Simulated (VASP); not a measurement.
Here is a VASP 6.6.1 calculation.

File INCAR:

```
SYSTEM = Ir
PREC = Accurate
ENCUT = 600
EDIFF = 1E-6
ISMEAR = 0
SIGMA = 0.1
LREAL = .False.
LASPH = .True.
NELM = 100
ALGO = Normal
ISIF = 8
LWAVE = .False.
LCHARG = .False.
GGA = PS
IBRION = 2
NSW = 80
EDIFFG = -0.03
```

The input KPOINTS:

```
Automatic mesh
0
Gamma
  11 11 11
  0 0 0
```

Contents of POSCAR:

```
Ir
1.0
    0.0000000000      1.9156000000      1.9156000000
    1.9156000000      0.0000000000      1.9156000000
    1.9156000000      1.9156000000      0.0000000000
Ir
1
Direct
    0.0000000000      0.0000000000      0.0000000000
```

Potentials or basis: VASP PAW PBE potentials, release 64 (Ir).

Launch:

```bash
$ cat potpaw_PBE.64/Ir/POTCAR > POTCAR
$ mpirun -np 1 vasp_std > vasp.out
```

Task: What does it give for the relaxed cell?

Result: a = 2.712 Å, b = 2.712 Å, c = 2.712 Å, α = 60.00°, β = 60.00°, γ = 60.00°.

Task: What does it give for the relaxed volume?

Result: 14.11 Å³/atom.

Task: Estimate the space group after relaxing (to 0.05 Å).

Result: Fm-3m (No. 225).

The path:
```
step  energy change (eV)  largest force (eV/Å)  pressure (GPa)  volume (Å³)
   1              0.0000                0.0000            1.26        14.06
   2              0.0025                0.0000           -4.71        14.28
   3             -0.0002                0.0000           -0.01        14.11
```

Caveat: the PAW data sets were made with another functional, which shifts forces and pressure a little. Zero-point motion and thermal expansion aren't in these numbers.
